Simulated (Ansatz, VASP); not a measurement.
Two plane-wave programs on CrO2

The input INCAR:

```
PREC = Accurate ; ENCUT = 520
EDIFF = 1E-6 ; ISMEAR = 0
SIGMA = 0.05 ; LREAL = F
LASPH = T ; NELM = 60
ALGO = Normal ; ISIF = 2
LWAVE = F ; LCHARG = T
GGA = PE ; LELF = T
LVHAR = T ; NBANDS = 33
```

KPOINTS

```
regular mesh
0
Gamma
  6 6 10
```

File POSCAR:

```
CrO2
1.0
    4.4439090576      0.0000000000      0.0000000000
    0.0000000000      4.4439090576      0.0000000000
    0.0000000000      0.0000000000      2.9217460561
Cr O
2 4
Direct
    0.0000000000      0.0000000000      0.0000000000
    0.5000000000      0.5000000000      0.5000000000
    0.3036626104      0.3036626104      0.0000000000
    0.1963373896      0.8036626104      0.5000000000
    0.6963373896      0.6963373896      0.0000000000
    0.8036626104      0.1963373896      0.5000000000
```

Input for Ansatz:

```yaml
crystal:
  lattice:
    - [4.4439090576, 0.0, 0.0]
    - [0.0, 4.4439090576, 0.0]
    - [0.0, 0.0, 2.9217460561]
  atoms:
    - { symbol: Cr, position: [0.0, 0.0, 0.0] }
    - { symbol: Cr, position: [0.5, 0.5, 0.5] }
    - { symbol: O, position: [0.3036626104, 0.3036626104, 0.0] }
    - { symbol: O, position: [0.1963373896, 0.8036626104, 0.5] }
    - { symbol: O, position: [0.6963373896, 0.6963373896, 0.0] }
    - { symbol: O, position: [0.8036626104, 0.1963373896, 0.5] }
basis:
  ecutwfc: 420
  ecutrho_ratio: 4
kpoints:
  mp_grid: { grid: [6, 6, 10] }
hamiltonian:
  xc: pbe
scf:
  occupations: { method: gaussian, width: 0.05 }
output:
  forces: true
  stress: true
  eigenvalues: true
```

Alike in both runs: task single point; functional PBE; k mesh 6 × 6 × 10; occupations gaussian, width 0.05 eV; no spin polarisation.

|  | VASP | Ansatz |
| --- | --- | --- |
| version | VASP 6.6.1 | Ansatz 0.2.0 |
| potentials or method | VASP PAW PBE potentials, release 64 (Cr_pv, O), cutoff 520 eV | scalar-relativistic, plane waves, PAW |
| valence electrons in the cell | 48 | 52 |

Ansatz gave:

| Quantity | Value |
| --- | --- |
| gap on the k mesh at the Fermi level (eV) | none |
| pressure (GPa) | -7.1 |
| traceless stress, the component that is largest in VASP (GPa) | -13.81 |
| rms of the force components (eV/Å) | 0.254 |

Task: What did VASP give for the same quantities?

Result: gap on the k mesh at the Fermi level (eV): none; pressure (GPa): -6.6; traceless stress, the component that is largest in VASP (GPa): -13.56; rms of the force components (eV/Å): 0.260.

Atom by atom the forces differ by 0.006 eV/Å (rms over components). A gap of «none» marks a metal or a gap that the smearing closes. VASP's potentials hold 48 valence electrons a cell and Ansatz's 52, so a difference there can come from the potentials and not from the codes.
